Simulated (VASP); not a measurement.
# HgTe (I-4m2) in VASP: a series of runs, part 2 of 2

VASP 6.6.1.

## 4. Single point, PBE (30.66 Å³/atom)

This run uses another cell than the first one, of 30.66 Å³/atom.

Input file INCAR:

```
SYSTEM = HgTe
PREC = Accurate
ENCUT = 520
EDIFF = 1E-6
ISMEAR = -1
SIGMA = 0.05
LREAL = .False.
LASPH = .True.
NELM = 80
ALGO = Normal
ISIF = 2
LWAVE = .False.
LCHARG = .False.
GGA = PE
NBANDS = 16
```

Input file KPOINTS:

```
Automatic mesh
0
Gamma
  10 10 10
  0 0 0
```

Input file POSCAR:

```
HgTe
1.0
   -3.1053358708      3.1053358708      1.5899944314
    3.1053358708     -3.1053358708      1.5899944314
    3.1053358708      3.1053358708     -1.5899944314
Hg Te
1 1
Direct
    0.7500000000      0.2500000000      0.5000000000
    0.0000000000      0.0000000000      0.0000000000
```

Potentials or basis: VASP PAW PBE potentials, release 64 (Hg, Te).

Started as:

```
cat potpaw_PBE.64/Hg/POTCAR potpaw_PBE.64/Te/POTCAR > POTCAR
mpirun -np 1 vasp_std > vasp.out
```

OUTCAR:

```text
SYSTEM = HgTe
   PREC = Accurate
   ENCUT = 520
   EDIFF = 1E-6
   ISMEAR = -1
   LREAL = .False.
   LASPH = .True.
   NELM = 80
   ISIF = 2
   GGA = PE

 ion  position               nearest neighbor table
   1  0.750  0.250  0.500-   2 3.21   2 3.21   2 3.21   2 3.21
   2  0.000  0.000  0.000-   1 3.21   1 3.21   1 3.21   1 3.21

  LATTYP: Found a body centered tetragonal cell.
 ALAT       =     6.2106717416
 C/A-ratio  =     0.5120201156

  Lattice vectors:

 A1 = (  -3.1053358708,   3.1053358708,   1.5899944314)
 A2 = (   3.1053358708,  -3.1053358708,   1.5899944314)
 A3 = (   3.1053358708,   3.1053358708,  -1.5899944314)

Analysis of symmetry for initial positions (statically):
=====================================================================
 Subroutine PRICEL returns:
 Original cell was already a primitive cell.

 Routine SETGRP: Setting up the symmetry group for a
 body centered tetragonal supercell.

 Subroutine GETGRP returns: Found  8 space group operations
 (whereof  8 operations were pure point group operations)
 out of a pool of 16 trial point group operations.

The static configuration has the point symmetry D_2d.

Analysis of symmetry for dynamics (positions and initial velocities):
=====================================================================
 Subroutine PRICEL returns:
 Original cell was already a primitive cell.

 Routine SETGRP: Setting up the symmetry group for a
 body centered tetragonal supercell.

 Subroutine GETGRP returns: Found  8 space group operations
 (whereof  8 operations were pure point group operations)
 out of a pool of 16 trial point group operations.

The dynamic configuration has the point symmetry D_2d.

 Subroutine INISYM returns: Found  8 space group operations
 (whereof  8 operations are pure point group operations),
 and found     1 'primitive' translations

----------------------------------------------------------------------------------------

                                     Primitive cell

  volume of cell :      61.3300

  direct lattice vectors                    reciprocal lattice vectors
    -3.105335871  3.105335871  1.589994431     0.000000000  0.161013179  0.314466510
     3.105335871 -3.105335871  1.589994431     0.161013179  0.000000000  0.314466510
     3.105335871  3.105335871 -1.589994431     0.161013179  0.161013179  0.000000000

  length of vectors
     4.670578554  4.670578554  4.670578554     0.353290857  0.353290857  0.227707021

  position of ions in fractional coordinates (direct lattice)
     0.750000000  0.250000000  0.500000000
     0.000000000  0.000000000  0.000000000

  ion indices of the primitive-cell ions
   primitive index   ion index
                 1           1
                 2           2

----------------------------------------------------------------------------------------

 KPOINTS: Automatic mesh

Automatic generation of k-mesh.
 Grid dimensions read from file:
 generate k-points for:   10   10   10

 Generating k-lattice:

  Cartesian coordinates                     Fractional coordinates (reciprocal lattice)
     0.000000000  0.016101318  0.031446651     0.100000000  0.000000000  0.000000000
     0.016101318  0.000000000  0.031446651     0.000000000  0.100000000  0.000000000
     0.016101318  0.016101318  0.000000000     0.000000000  0.000000000  0.100000000

  Length of vectors
     0.035329086  0.035329086  0.022770702

  Shift w.r.t. Gamma in fractional coordinates (k-lattice)
     0.000000000  0.000000000  0.000000000

 Subroutine IBZKPT returns following result:
 ===========================================

 Found    102 irreducible k-points:

 Following reciprocal coordinates:
            Coordinates               Weight
  0.000000  0.000000  0.000000      1.000000
  0.100000  0.000000 -0.000000      8.000000
  0.200000  0.000000 -0.000000      8.000000
  0.300000  0.000000 -0.000000      8.000000
  0.400000 -0.000000  0.000000      8.000000
  0.500000  0.000000 -0.000000      4.000000
[... 16 lines left out ...]
  0.300000  0.300000 -0.000000      8.000000
  0.400000  0.300000 -0.000000     16.000000
 [... further k-points ...]
   k-points           NKPTS =    102   k-points in BZ     NKDIM =    102   number of bands    NBANDS=     16
   number of dos      NEDOS =    301   number of ions     NIONS =      2
   total plane-waves  NPLWV =  46656
   dimension x,y,z NGX =    36 NGY =   36 NGZ =   36
   dimension x,y,z NGXF=    72 NGYF=   72 NGZF=   72
   ions per type =               1   1
   NGX,Y,Z   is equivalent  to a cutoff of  12.81, 12.81, 12.81 a.u.
   NGXF,Y,Z  is equivalent  to a cutoff of  25.63, 25.63, 25.63 a.u.
 SYSTEM =  HgTe
   PREC   = accura    normal or accurate (medium, high low for compatibility)
   ISTART =      0    job   : 0-new  1-cont  2-samecut
   ICHARG =      2    charge: 1-file 2-atom 10-const
   ISPIN  =      1    spin polarized calculation?
   LNONCOLLINEAR =      F non collinear calculations
   LSORBIT =      F    spin-orbit coupling
   LASPH  =      T    aspherical Exc in radial PAW
   ENCUT  =  520.0 eV  38.22 Ry    6.18 a.u.   8.68  8.68  8.68*2*pi/ulx,y,z
   NELM   =     80;   NELMIN=  2; NELMDL= -5     # of ELM steps
   EDIFF  = 0.1E-05   stopping-criterion for ELM
   LREAL  =      F    real-space projection
   EDIFFG = 0.1E-04   stopping-criterion for IOM
   NSW    =      0    number of steps for IOM
   IBRION =     -1    ionic relax: 0-MD 1-quasi-New 2-CG
   NFREE  =      0    steps in history (QN), initial steepest desc. (CG)
   ISIF   =      2    stress and relaxation
   ISYM   =      2    0-nonsym 1-usesym 2-fastsym
   POTIM  = 0.5000    time-step for ionic-motion
   TEBEG  =    0.0;   TEEND  =   0.0 temperature during run
   PSTRESS=    0.0 pullay stress
   NELECT =      18.0000    total number of electrons
   NUPDOWN=      -1.0000    fix difference up-down
   EMIN   =  10.00;   EMAX   =-10.00  energy-range for DOS
   EFERMI =   0.00;   METHOD = LEGACY
   ISMEAR =    -1;   SIGMA  =   0.05  broadening in eV -4-tet -1-fermi 0-gaus
   EFERMI_NEDOS =   21; number of points for ismear=-14 and -15
   IALGO  =     38    algorithm
   IMIX   =      4    mixing-type and parameters
     AMIX     =   0.40;   BMIX     =  1.00
     AMIX_MAG =   1.60;   BMIX_MAG =  1.00
  volume/ion in A,a.u.               =      30.66       206.94
  Fermi-wavevector in a.u.,A,eV,Ry     =   1.087948  2.055923 16.104271  1.183631
  Thomas-Fermi vector in A             =   2.224119
   LORBIT       =      0    0 simple, 1 ext, 2 COOP (PROOUT), +10 PAW based schemes
   GGA     = PE    functional components
   LHFCALC =     F    Hartree Fock is set to
   AEXX    =    0.0000 exact exchange contribution
   IVDW    =     0    specifies the selected vdW correction
   LEPSILON=     F    determine dielectric tensor
   LRPA    =     F    only Hartree local field effects (RPA)
 non-spin polarized calculation
  energy-cutoff  :      520.00
  volume of cell :       61.33
 maximum number of plane-waves:      1678
   NGX = 17   NGY = 17   NGZ = 17

 number of electron      17.9999999 magnetization

 Free energy of the ion-electron system (eV)
  ---------------------------------------------------
  ext. energy  EPLUGINS =         0.00000000
  ---------------------------------------------------
  free energy    TOTEN  =        -3.22449962 eV

  energy without entropy =       -3.21496296  energy(sigma->0) =       -3.21973129

 E-fermi :   3.7767     XC(G=0):  -9.5491

 val. band max:        3.7622243856   @ k =   0.5000   0.0000  -0.0000
 cond. band min:       3.7810152347   @ k =  -0.3000  -0.4000   0.1000
 fundamental gap:      0.0187908491
 Fermi energy:         3.7766763755

 k-point     1 :       0.0000    0.0000    0.0000
  band No.  band energies     occupation
      1      -8.2448      2.00000
      2      -3.3616      2.00000
      3      -2.7156      2.00000
      4      -2.6563      2.00000
      5      -2.2954      2.00000
      6      -2.2954      2.00000
[... 8 lines left out ...]
     15      13.6853      0.00000
     16      14.5540      0.00000

 k-point     2 :       0.1000    0.0000   -0.0000
  band No.  band energies     occupation
      1      -8.0990      2.00000
      2      -3.2284      2.00000
      3      -2.6980      2.00000
      4      -2.6654      2.00000
      5      -2.3653      2.00000
      6      -2.3633      2.00000
[... 8 lines left out ...]
     15      13.9648      0.00000
     16      14.0904      0.00000
[... 387 lines left out ...]
      5      -2.4959      2.00000
      6      -2.3156      2.00000
[... 8 lines left out ...]
     15      12.9109      0.00000
     16      13.9004      0.00000

 k-point    24 :       0.4000    0.3000   -0.0000
  band No.  band energies     occupation
      1      -6.8112      2.00000
      2      -2.8080      2.00000
      3      -2.7553      2.00000
      4      -2.5845      2.00000
      5      -2.5275      2.00000
      6      -2.5108      2.00000
[... 8 lines left out ...]
     15      13.5021      0.00000
     16      14.6606      0.00000

 [... further k-points ...]
[... 5 lines left out ...]
  --------------------------------------------------------------------------------------
  -------------------------------------------------------------------------------------
  Total       -1.2216502     -1.2216502      0.0921908      0.0000000      0.0000000      0.0000000
  in kB      -31.9142532    -31.9142532      2.4083821      0.0000000      0.0000000      0.0000000
  external PRESSURE =     -20.4733748 kB  Pullay stress =       0.0000000 kB

 VOLUME and BASIS-vectors are now :
 -----------------------------------------------------------------------------
  energy-cutoff  :      520.00
  volume of cell :       61.33
      direct lattice vectors                 reciprocal lattice vectors
    -3.105335871  3.105335871  1.589994431     0.000000000  0.161013179  0.314466510
     3.105335871 -3.105335871  1.589994431     0.161013179  0.000000000  0.314466510
     3.105335871  3.105335871 -1.589994431     0.161013179  0.161013179  0.000000000

 POSITION                                       TOTAL-FORCE (eV/Angst)
 -----------------------------------------------------------------------------------
     -0.00000      3.10534      0.79500         0.000000     -0.000000      0.000000
      0.00000      0.00000      0.00000        -0.000000      0.000000     -0.000000
 -----------------------------------------------------------------------------------
    total drift:                               -0.000000      0.000000     -0.000000

  FREE ENERGIE OF THE ION-ELECTRON SYSTEM (eV)
  ---------------------------------------------------
  free  energy   TOTEN  =        -3.2244996183 eV

  energy  without entropy=       -3.2149629550  energy(sigma->0) =       -3.21973129
```

OSZICAR:

```text
N       E                     dE             d eps       ncg     rms          rms(c)
DAV:   1     0.969289142210E+02    0.96929E+02   -0.77849E+03  3280   0.963E+02
DAV:   2    -0.359073743629E+00   -0.97288E+02   -0.90506E+02  3896   0.225E+02
DAV:   3    -0.337150201659E+01   -0.30124E+01   -0.30030E+01  4016   0.392E+01
DAV:   4    -0.338520431586E+01   -0.13702E-01   -0.13701E-01  4048   0.288E+00
DAV:   5    -0.338537308372E+01   -0.16877E-03   -0.16877E-03  4184   0.323E-01    0.637E+00
DAV:   6    -0.322701764327E+01    0.15836E+00   -0.32187E-01  3768   0.647E+00    0.446E+00
DAV:   7    -0.322484902352E+01    0.21686E-02   -0.36178E-02  3864   0.135E+00    0.175E+00
DAV:   8    -0.322443995485E+01    0.40907E-03   -0.35820E-03  3768   0.603E-01    0.230E-01
DAV:   9    -0.322448186441E+01   -0.41910E-04   -0.36715E-04  4296   0.176E-01    0.637E-02
DAV:  10    -0.322449469826E+01   -0.12834E-04   -0.30753E-05  3784   0.486E-02    0.334E-02
DAV:  11    -0.322449965695E+01   -0.49587E-05   -0.78369E-06  4088   0.202E-02    0.869E-03
DAV:  12    -0.322449961833E+01    0.38617E-07   -0.40714E-07  2128   0.414E-03
   1 F= -.32244996E+01 E0= -.32197313E+01  d E =-.953666E-02
```

stdout:

```text
POSCAR found type information on POSCAR HgTe
 POSCAR found :  2 types and       2 ions
 scaLAPACK will be used
 LDA part: xc-table for (Slater+PW92), standard interpolation
 POSCAR, INCAR and KPOINTS ok, starting setup
 FFT: planning ... GRIDC
 FFT: planning ... GRID_SOFT
 FFT: planning ... GRID
 WAVECAR not read
 entering main loop
```

Run time: 2.3 min. Hardware: 1 thread of Intel Xeon 8259CL, shared host; peak memory 0.27 GiB.

Results:

```
Free energy            : -3.2245 eV
Pressure               : -2.0 GPa
Band gap on the k mesh : zero (bands 9 and 10 overlap by 3.07 eV)
```

Caveat: spin-orbit coupling is left out, which moves the levels of the heavy elements.

## 5. Single point, PBE

This run uses another cell than the first one, of 28.93 Å³/atom.

Input file INCAR:

```
ALGO = Normal ; EDIFF = 1E-6
ENCUT = 520 ; GGA = PE
ISIF = 2 ; ISMEAR = -1
LASPH = T ; LCHARG = T
LELF = T ; LREAL = F
LVHAR = T ; LWAVE = F
NBANDS = 16 ; NELM = 60
PREC = Accurate ; SIGMA = 0.05
```

Input file KPOINTS:

```
k-points
0
Gamma
  7 7 7
```

Input file POSCAR:

```
HgTe
1.0
   -3.0456030000      3.0456030000      1.5594100000
    3.0456030000     -3.0456030000      1.5594100000
    3.0456030000      3.0456030000     -1.5594100000
Hg Te
1 1
Direct
    0.7500000000      0.2500000000      0.5000000000
    0.0000000000      0.0000000000      0.0000000000
```

Started as:

```
cat potpaw_PBE.64/Hg/POTCAR potpaw_PBE.64/Te/POTCAR > POTCAR
mpirun -np 1 vasp_std > vasp.out
```

It took 64 s on 1 thread of AMD EPYC 7R43 (Zen 3), shared host; peak memory 0.19 GiB.

Results (log left out):

```
Free energy            : -3.2999 eV
Pressure               : -0.2 GPa
Band gap on the k mesh : zero (bands 9 and 10 overlap by 2.76 eV)
```

Stress tensor (GPa, compression positive):
```
 0.97  0.00  0.00
 0.00  0.97  0.00
 0.00  0.00 -2.45
```

Levels at points of the mesh, in eV from the Fermi level:
```
           k point  band 7  band 8  band 9  band 10  band 11  band 12
(0.00, 0.00, 0.00)   -3.47   -2.52   -2.52     3.28     4.59     6.88
```

Caveat: spin-orbit coupling is left out, which moves the levels of the heavy elements.

## 6. Single point, PBE, non-collinear spin, zero start, spin-orbit coupling

This run uses another cell than the first one, of 28.93 Å³/atom.

Input file INCAR:

```
SYSTEM = HgTe
ALGO = Normal
EDIFF = 1E-7
ENCUT = 520
GGA = PE
GGA_COMPAT = .False.
ISIF = 2
ISMEAR = -1
LASPH = .True.
LCHARG = .True.
LORBIT = 11
LORBMOM = .True.
LREAL = .False.
LSORBIT = .True.
LVHAR = .True.
LWAVE = .False.
MAGMOM = 0 0 0 0 0 0
NBANDS = 30
NELM = 150
PREC = Accurate
SIGMA = 0.05
```

Input file KPOINTS:

```
k-points
0
Gamma
  7 7 7
  0 0 0
```

POSCAR is that of step 5.

Potentials or basis: VASP PAW PBE potentials, release 64 (Hg, Te).

Started as:

```
cat potpaw_PBE.64/Hg/POTCAR potpaw_PBE.64/Te/POTCAR > POTCAR
mpirun -np 1 vasp_ncl > vasp.out
```

It took 6.7 min on 1 thread of AMD EPYC 7R43 (Zen 3), shared host; peak memory 0.42 GiB.

It converged, with:

```yaml
Free_energy: -3.6777 eV
Pressure: -0.3 GPa
Net_moment: 0.00 μB per cell
Valence_electrons_inside_the_program's_atomic_spheres: Hg 10.43; Te 3.27
```

Stress tensor (GPa, compression positive):
```
 0.77  0.00  0.00
 0.00  0.77  0.00
 0.00  0.00 -2.39
```

Moments on the atoms (μB; x, y, z):
```
Hg  0.00 0.00 0.00
Te  0.00 0.00 0.00
```

## 7. Summary

| spin | cell | k mesh | gap on the mesh (eV) | pressure (GPa) |
| --- | --- | --- | --- | --- |
| off | a = 4.611 Å, angles 96.7, 96.7, 140.2°, 2 atoms | 10 × 10 × 10 | none | -0.7 |
| off | a = 4.641 Å, angles 96.7, 96.7, 140.2°, 2 atoms | 10 × 10 × 10 | none | -1.4 |
| off | a = 4.671 Å, angles 96.7, 96.7, 140.2°, 2 atoms | 10 × 10 × 10 | none | -2.0 |
| off | a = 4.581 Å, angles 96.7, 96.7, 140.2°, 2 atoms | 7 × 7 × 7 | none | -0.2 |
| non-collinear, zero start, SOC | a = 4.581 Å, angles 96.7, 96.7, 140.2°, 2 atoms | 7 × 7 × 7 | - | -0.3 |

Alike in all rows: task single point; level PBE; potentials or basis VASP PAW PBE potentials, release 64 (Hg, Te); cutoff (eV) 520; smearing fermi-dirac 0.05 eV.

Caveats: spin-orbit coupling is left out, which moves the levels of the heavy elements (at least some runs).

Total energies depend on the potentials used, so only differences within one code and one set of settings carry meaning.
